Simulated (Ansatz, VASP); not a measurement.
## SrO in VASP and in Ansatz

File INCAR:

```
PREC     = Accurate       # precision mode
ENCUT    = 520            # plane-wave cutoff, eV
EDIFF    = 1E-6           # SCF threshold, eV
ISMEAR   = -1             # smearing method
SIGMA    = 0.02           # smearing width, eV
LREAL    = F              # projectors in reciprocal space
LASPH    = T              # aspherical terms in the spheres
NELM     = 80             # most SCF steps
ALGO     = Normal         # electronic algorithm
ISIF     = 2              # what is computed and relaxed
LWAVE    = F              # write WAVECAR
LCHARG   = T              # write CHGCAR
GGA      = PE             # functional
LELF     = T              # ELF
LVHAR    = T            
NBANDS   = 15             # bands
```

Contents of KPOINTS:

```
regular mesh
0
Gamma
  8 8 8
```

POSCAR

```
SrO
1.0
    3.0280860190      0.0000000000      0.0000000000
    0.0000000000      3.1028650671      0.0000000000
    0.0000000000      0.0000000000      3.1028650671
Sr O
1 1
Direct
    0.0000000000      0.0000000000      0.0000000000
    0.5000000000      0.5000000000      0.5000000000
```

Input for Ansatz:

```yaml
crystal:
  lattice:
    - [3.028086019, 0.0, 0.0]
    - [0.0, 3.1028650671, 0.0]
    - [0.0, 0.0, 3.1028650671]
  atoms:
    - { symbol: Sr, position: [0.0, 0.0, 0.0] }
    - { symbol: O, position: [0.5, 0.5, 0.5] }
kpoints:
  mp_grid: { grid: [8, 8, 8] }
  band_path:
    path:
      - [0.0, 0.0, 0.0]
      - [0.0, 0.5, 0.0]
      - [0.5, 0.5, 0.0]
      - [0.5, 0.5, 0.5]
      - [0.0, 0.5, 0.5]
    npoints: 1
hamiltonian:
  xc: pbe
scf:
  occupations: { method: fermi_dirac, width: 0.02 }
  n_extra_bands: 4
output:
  forces: true
  stress: true
  eigenvalues: true
```

Change from the starting cell: uniaxial_x strain -2.4%.

Alike in both runs: task single point; functional PBE; k mesh 8 × 8 × 8; occupations fermi-dirac, width 0.02 eV; no spin polarisation.

|  | VASP | Ansatz |
| --- | --- | --- |
| version | VASP 6.6.1 | Ansatz 0.2.0 |
| potentials or method | VASP PAW PBE potentials, release 64 (Sr_sv, O) | plane waves, PAW |
| plane-wave cutoff (eV) | 520 | 420 |
| valence electrons in the cell | 16 | 16 |

Ansatz gave:

```
gap on the k mesh at the Fermi level (eV)                     : 2.67
pressure (GPa)                                                : 5.4
traceless stress, the component that is largest in VASP (GPa) : 5.04
```

**Question.** What did VASP give for the same quantities?

**Answer.** gap on the k mesh at the Fermi level (eV): 2.62; pressure (GPa): 6.3; traceless stress, the component that is largest in VASP (GPa): 5.08.
